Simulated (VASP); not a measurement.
# HfN (Fm-3m) in VASP: a series of runs, part 2 of 2

VASP 6.6.1. Earlier steps stand in the parts before.

**5. Single point, PBE (volume scaled by 1.04)**

File INCAR:

```
  PREC = Accurate
  ENCUT = 520
  EDIFF = 1E-6
  ISMEAR = -1
  SIGMA = 0.03
  LREAL = F
  LASPH = T
  NELM = 100
  ALGO = Normal
  ISIF = 2
  LWAVE = F
  LCHARG = F
  GGA = PE
  NBANDS = 14
```

File KPOINTS:

```
regular mesh
0
Gamma
  10 10 10
```

File POSCAR:

```
HfN
1.0
    0.0000000000      2.2887270932      2.2887270932
    2.2887270932      0.0000000000      2.2887270932
    2.2887270932      2.2887270932      0.0000000000
Hf N
1 1
Direct
    0.0000000000      0.0000000000      0.0000000000
    0.5000000000      0.5000000000      0.5000000000
```

Potentials or basis: VASP PAW PBE potentials, release 64 (Hf_pv, N).

Launch:

```bash
cat potpaw_PBE.64/Hf_pv/POTCAR potpaw_PBE.64/N/POTCAR > POTCAR
mpirun -np 1 vasp_std > vasp.out
```

OUTCAR:

```text
PREC = Accurate
   ENCUT = 520
   EDIFF = 1E-6
   ISMEAR = -1
   LREAL = F
   LASPH = T
   NELM = 100
   ISIF = 2
   GGA = PE

 ion  position               nearest neighbor table
   1  0.000  0.000  0.000-   2 2.29   2 2.29   2 2.29   2 2.29   2 2.29   2 2.29
   2  0.500  0.500  0.500-   1 2.29   1 2.29   1 2.29   1 2.29   1 2.29   1 2.29

  LATTYP: Found a face centered cubic cell.
 ALAT       =     4.5774541864

  Lattice vectors:

 A1 = (   0.0000000000,   2.2887270932,   2.2887270932)
 A2 = (   2.2887270932,   0.0000000000,   2.2887270932)
 A3 = (   2.2887270932,   2.2887270932,   0.0000000000)

Analysis of symmetry for initial positions (statically):
=====================================================================
 Subroutine PRICEL returns:
 Original cell was already a primitive cell.

 Routine SETGRP: Setting up the symmetry group for a
 face centered cubic supercell.

 Subroutine GETGRP returns: Found 48 space group operations
 (whereof 48 operations were pure point group operations)
 out of a pool of 48 trial point group operations.

The static configuration has the point symmetry O_h .

Analysis of symmetry for dynamics (positions and initial velocities):
=====================================================================
 Subroutine PRICEL returns:
 Original cell was already a primitive cell.

 Routine SETGRP: Setting up the symmetry group for a
 face centered cubic supercell.

 Subroutine GETGRP returns: Found 48 space group operations
 (whereof 48 operations were pure point group operations)
 out of a pool of 48 trial point group operations.

The dynamic configuration has the point symmetry O_h .

 Subroutine INISYM returns: Found 48 space group operations
 (whereof 48 operations are pure point group operations),
 and found     1 'primitive' translations

----------------------------------------------------------------------------------------

                                     Primitive cell

  volume of cell :      23.9779

  direct lattice vectors                    reciprocal lattice vectors
     0.000000000  2.288727093  2.288727093    -0.218462044  0.218462044  0.218462044
     2.288727093  0.000000000  2.288727093     0.218462044 -0.218462044  0.218462044
     2.288727093  2.288727093  0.000000000     0.218462044  0.218462044 -0.218462044

  length of vectors
     3.236748896  3.236748896  3.236748896     0.378387361  0.378387361  0.378387361

  position of ions in fractional coordinates (direct lattice)
     0.000000000  0.000000000  0.000000000
     0.500000000  0.500000000  0.500000000

  ion indices of the primitive-cell ions
   primitive index   ion index
                 1           1
                 2           2

----------------------------------------------------------------------------------------

 KPOINTS: regular mesh

Automatic generation of k-mesh.
 Grid dimensions read from file:
 generate k-points for:   10   10   10

 Generating k-lattice:

  Cartesian coordinates                     Fractional coordinates (reciprocal lattice)
    -0.021846204  0.021846204  0.021846204     0.100000000  0.000000000  0.000000000
     0.021846204 -0.021846204  0.021846204     0.000000000  0.100000000  0.000000000
     0.021846204  0.021846204 -0.021846204     0.000000000  0.000000000  0.100000000

  Length of vectors
     0.037838736  0.037838736  0.037838736

  Shift w.r.t. Gamma in fractional coordinates (k-lattice)
     0.000000000  0.000000000  0.000000000

 Subroutine IBZKPT returns following result:
 ===========================================

 Found     47 irreducible k-points:

 Following reciprocal coordinates:
            Coordinates               Weight
  0.000000  0.000000  0.000000      1.000000
  0.100000  0.000000  0.000000      8.000000
  0.200000  0.000000  0.000000      8.000000
  0.300000  0.000000  0.000000      8.000000
  0.400000  0.000000  0.000000      8.000000
  0.500000  0.000000  0.000000      4.000000
[... 16 lines left out ...]
  0.300000  0.300000  0.000000      6.000000
  0.400000  0.300000  0.000000     24.000000
 [... further k-points ...]
   k-points           NKPTS =     47   k-points in BZ     NKDIM =     47   number of bands    NBANDS=     14
   number of dos      NEDOS =    301   number of ions     NIONS =      2
   total plane-waves  NPLWV =  13824
   dimension x,y,z NGX =    24 NGY =   24 NGZ =   24
   dimension x,y,z NGXF=    48 NGYF=   48 NGZF=   48
   ions per type =               1   1
   NGX,Y,Z   is equivalent  to a cutoff of  12.33, 12.33, 12.33 a.u.
   NGXF,Y,Z  is equivalent  to a cutoff of  24.65, 24.65, 24.65 a.u.
 SYSTEM =  unknown system
   PREC   = accura    normal or accurate (medium, high low for compatibility)
   ISTART =      0    job   : 0-new  1-cont  2-samecut
   ICHARG =      2    charge: 1-file 2-atom 10-const
   ISPIN  =      1    spin polarized calculation?
   LNONCOLLINEAR =      F non collinear calculations
   LSORBIT =      F    spin-orbit coupling
   LASPH  =      T    aspherical Exc in radial PAW
   ENCUT  =  520.0 eV  38.22 Ry    6.18 a.u.   6.02  6.02  6.02*2*pi/ulx,y,z
   NELM   =    100;   NELMIN=  2; NELMDL= -5     # of ELM steps
   EDIFF  = 0.1E-05   stopping-criterion for ELM
   LREAL  =      F    real-space projection
   EDIFFG = 0.1E-04   stopping-criterion for IOM
   NSW    =      0    number of steps for IOM
   IBRION =     -1    ionic relax: 0-MD 1-quasi-New 2-CG
   NFREE  =      0    steps in history (QN), initial steepest desc. (CG)
   ISIF   =      2    stress and relaxation
   ISYM   =      2    0-nonsym 1-usesym 2-fastsym
   POTIM  = 0.5000    time-step for ionic-motion
   TEBEG  =    0.0;   TEEND  =   0.0 temperature during run
   PSTRESS=    0.0 pullay stress
   NELECT =      15.0000    total number of electrons
   NUPDOWN=      -1.0000    fix difference up-down
   EMIN   =  10.00;   EMAX   =-10.00  energy-range for DOS
   EFERMI =   0.00;   METHOD = LEGACY
   ISMEAR =    -1;   SIGMA  =   0.03  broadening in eV -4-tet -1-fermi 0-gaus
   EFERMI_NEDOS =   21; number of points for ismear=-14 and -15
   IALGO  =     38    algorithm
   IMIX   =      4    mixing-type and parameters
     AMIX     =   0.40;   BMIX     =  1.00
     AMIX_MAG =   1.60;   BMIX_MAG =  1.00
  volume/ion in A,a.u.               =      11.99        80.91
  Fermi-wavevector in a.u.,A,eV,Ry     =   1.400129  2.645859 26.672316  1.960360
  Thomas-Fermi vector in A             =   2.523120
   LORBIT       =      0    0 simple, 1 ext, 2 COOP (PROOUT), +10 PAW based schemes
   GGA     = PE    functional components
   LHFCALC =     F    Hartree Fock is set to
   AEXX    =    0.0000 exact exchange contribution
   IVDW    =     0    specifies the selected vdW correction
   LEPSILON=     F    determine dielectric tensor
   LRPA    =     F    only Hartree local field effects (RPA)
 non-spin polarized calculation
  energy-cutoff  :      520.00
  volume of cell :       23.98
 maximum number of plane-waves:       659
   NGX = 13   NGY = 13   NGZ = 13

 number of electron      14.9999999 magnetization

 Free energy of the ion-electron system (eV)
  ---------------------------------------------------
  ext. energy  EPLUGINS =         0.00000000
  ---------------------------------------------------
  free energy    TOTEN  =       -21.73631963 eV

  energy without entropy =      -21.73360560  energy(sigma->0) =      -21.73496262

 E-fermi :   8.0718     XC(G=0): -12.5273

 val. band max:        8.0265998173   @ k =  -0.4000   0.3000   0.0000
 cond. band min:       8.0870957855   @ k =  -0.1000   0.1000   0.0000
 fundamental gap:      0.0604959683
 Fermi energy:         8.0717811273

 k-point     1 :       0.0000    0.0000    0.0000
  band No.  band energies     occupation
      1     -23.2637      2.00000
      2     -23.2637      2.00000
      3     -23.2637      2.00000
      4      -9.2423      2.00000
      5       5.0538      2.00000
      6       5.0538      2.00000
      7       5.0538      2.00000
      8       7.7132      1.99999
      9       7.7132      1.99999
     10       7.7132      1.99999
     11       9.4672      0.00000
     12       9.9142      0.00000
     13       9.9142      0.00000
     14      17.5095      0.00000
[... 375 lines left out ...]
 k-point    24 :       0.4000    0.3000    0.0000
  band No.  band energies     occupation
      1     -23.8444      2.00000
      2     -23.4921      2.00000
      3     -23.4673      2.00000
      4      -7.9154      2.00000
      5       1.5391      2.00000
      6       3.5164      2.00000
      7       3.9686      2.00000
      8       5.6618      2.00000
      9      11.9161      0.00000
     10      12.3037      0.00000
     11      12.5271      0.00000
     12      12.5320      0.00000
     13      16.7428      0.00000
     14      18.8528      0.00000

 [... further k-points ...]
[... 5 lines left out ...]
  --------------------------------------------------------------------------------------
  -------------------------------------------------------------------------------------
  Total       -1.0708572     -1.0708572     -1.0708572      0.0000000     -0.0000000      0.0000000
  in kB      -71.5533737    -71.5533737    -71.5533737      0.0000000     -0.0000000      0.0000000
  external PRESSURE =     -71.5533737 kB  Pullay stress =       0.0000000 kB

 VOLUME and BASIS-vectors are now :
 -----------------------------------------------------------------------------
  energy-cutoff  :      520.00
  volume of cell :       23.98
      direct lattice vectors                 reciprocal lattice vectors
     0.000000000  2.288727093  2.288727093    -0.218462044  0.218462044  0.218462044
     2.288727093  0.000000000  2.288727093     0.218462044 -0.218462044  0.218462044
     2.288727093  2.288727093  0.000000000     0.218462044  0.218462044 -0.218462044

 POSITION                                       TOTAL-FORCE (eV/Angst)
 -----------------------------------------------------------------------------------
      0.00000      0.00000      0.00000        -0.000000      0.000000     -0.000000
      2.28873      2.28873      2.28873         0.000000     -0.000000      0.000000
 -----------------------------------------------------------------------------------
    total drift:                                0.000000     -0.000000     -0.000000

  FREE ENERGIE OF THE ION-ELECTRON SYSTEM (eV)
  ---------------------------------------------------
  free  energy   TOTEN  =       -21.7363196301 eV

  energy  without entropy=      -21.7336056004  energy(sigma->0) =      -21.73496262
```

OSZICAR:

```text
N       E                     dE             d eps       ncg     rms          rms(c)
DAV:   1     0.371642333862E+02    0.37164E+02   -0.76958E+03  1316   0.997E+02
DAV:   2    -0.227580588569E+02   -0.59922E+02   -0.56472E+02  1742   0.235E+02
DAV:   3    -0.247468714329E+02   -0.19888E+01   -0.19820E+01  1538   0.349E+01
DAV:   4    -0.247545885430E+02   -0.77171E-02   -0.77167E-02  1538   0.256E+00
DAV:   5    -0.247546398568E+02   -0.51314E-04   -0.51313E-04  1510   0.181E-01    0.453E+01
DAV:   6    -0.218641704852E+02    0.28905E+01   -0.84903E+00  1418   0.219E+01    0.392E+01
DAV:   7    -0.217680825237E+02    0.96088E-01   -0.47595E-01  1610   0.607E+00    0.258E+01
DAV:   8    -0.217433570748E+02    0.24725E-01   -0.13559E-01  1490   0.317E+00    0.638E+00
DAV:   9    -0.217363593545E+02    0.69977E-02   -0.16659E-02  1490   0.107E+00    0.195E+00
DAV:  10    -0.217363518158E+02    0.75387E-05   -0.88452E-04  1708   0.281E-01    0.455E-01
DAV:  11    -0.217363214210E+02    0.30395E-04   -0.58295E-05  1622   0.730E-02    0.112E-01
DAV:  12    -0.217363196583E+02    0.17626E-05   -0.72383E-06  1742   0.223E-02    0.400E-03
DAV:  13    -0.217363196301E+02    0.28229E-07   -0.18427E-07   820   0.426E-03
   1 F= -.21736320E+02 E0= -.21734963E+02  d E =-.271403E-02
```

stdout:

```text
POSCAR found type information on POSCAR HfN
 POSCAR found :  2 types and       2 ions
 scaLAPACK will be used
 LDA part: xc-table for (Slater+PW92), standard interpolation
 POSCAR, INCAR and KPOINTS ok, starting setup
 FFT: planning ... GRIDC
 FFT: planning ... GRID_SOFT
 FFT: planning ... GRID
 WAVECAR not read
 entering main loop
```

Wall time 8.4 s (1 thread of AMD EPYC 9R45 (Zen 5), shared host); peak memory 0.12 GiB.

What came out:

```yaml
Free_energy: -21.7363 eV
Pressure: -7.2 GPa
```

Caveat: spin-orbit coupling is left out, which moves the levels of the heavy elements.

**6. The runs side by side**

| cell | gap on the mesh (eV) | pressure (GPa) |
| --- | --- | --- |
| a = 3.173 Å, angles 60.0°, 2 atoms | none | 9.0 |
| a = 3.195 Å, angles 60.0°, 2 atoms | none | 3.1 |
| a = 3.216 Å, angles 60.0°, 2 atoms | none | -2.3 |
| a = 3.237 Å, angles 60.0°, 2 atoms | none | -7.2 |

Alike in all rows: task single point; level PBE; potentials or basis VASP PAW PBE potentials, release 64 (Hf_pv, N); no spin polarisation; k mesh 10 × 10 × 10; cutoff (eV) 520; smearing fermi-dirac 0.03 eV.

Caveats: spin-orbit coupling is left out, which moves the levels of the heavy elements.

Total energies depend on the potentials used, so only differences within one code and one set of settings carry meaning.
